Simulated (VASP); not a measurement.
**GaP: relaxation of cell and atoms with LDA**

GaP:

```
Ga P
1.0
     0.00000    2.75254    2.75254
     2.75254    0.00000    2.75254
     2.75254    2.75254    0.00000
Ga P
1 1
Cartesian
  0.0000 0.0000 0.0000
  1.3763 1.3763 1.3763
```

- Program: VASP 6.6.1
- Task: relaxation of cell and atoms
- Functional: LDA
- Potentials or basis: VASP PAW LDA potentials, release 64 (Ga_d, P)
- Cutoff: 600 eV
- k mesh: 8 × 8 × 8
- Occupations: gaussian, width 0.02 eV
- Spin: no spin polarisation
- Dipole correction: no
- Further INCAR settings: ALGO = Normal; EDIFF = 1e-06; IBRION = 2; EDIFFG = -0.005; NSW = 70; ISIF = 3

| Property | Result |
| --- | --- |
| Relaxed volume | 19.61 Å³/atom |
| Relaxed cell | a = 3.814 Å, b = 3.814 Å, c = 3.814 Å, α = 60.00°, β = 60.00°, γ = 60.00° |
| Space group after relaxing (to 0.05 Å) | F-43m (No. 216) |
| Energy gained by relaxing | 19.9 meV/atom |
| Ionic steps | 6 |
| Pressure after relaxing | 0.0 GPa |
| Band gap on the k mesh | 1.43 eV, indirect (least direct gap 1.90 eV) |

The path:
```
step  energy change (eV)  largest force (eV/Å)  pressure (GPa)  volume (Å³)
   1              0.0000                0.0000           -4.85        41.71
   2             -0.0287                0.0000            3.05        38.01
   3             -0.0398                0.0000           -0.13        39.22
   4             -0.0398                0.0000            0.16        39.17
   5             -0.0398                0.0000           -0.14        39.27
   6             -0.0398                0.0000            0.01        39.22
```

Final structure:
```
Ga P
1.0
     0.00000    2.69657    2.69657
     2.69657    0.00000    2.69657
     2.69657    2.69657    0.00000
Ga P
1 1
Direct
  0.00000 0.00000 0.00000
  0.25000 0.25000 0.25000
```

Levels at points of the mesh, in eV from the valence-band top:
| k point | band 7 | band 8 | band 9 | band 10 | band 11 | band 12 |
| --- | --- | --- | --- | --- | --- | --- |
| (0.00, 0.00, 0.00) | 0.00 | 0.00 | 0.00 | 1.90 | 3.78 | 3.78 |
| (0.50, 0.00, 0.00) | -6.89 | -1.18 | -1.18 | 1.61 | 4.62 | 4.62 |
| (0.50, 0.50, 0.00) | -6.99 | -2.82 | -2.82 | 1.43 | 1.65 | 10.69 |

It took 38 s on 1 thread of Intel(R) Xeon(R) Platinum 8559C (Emerald Rapids) (shared host), peak memory 0.17 GiB.

A k mesh can miss the band edges. As with any semilocal functional, this LDA gap is likely too small.
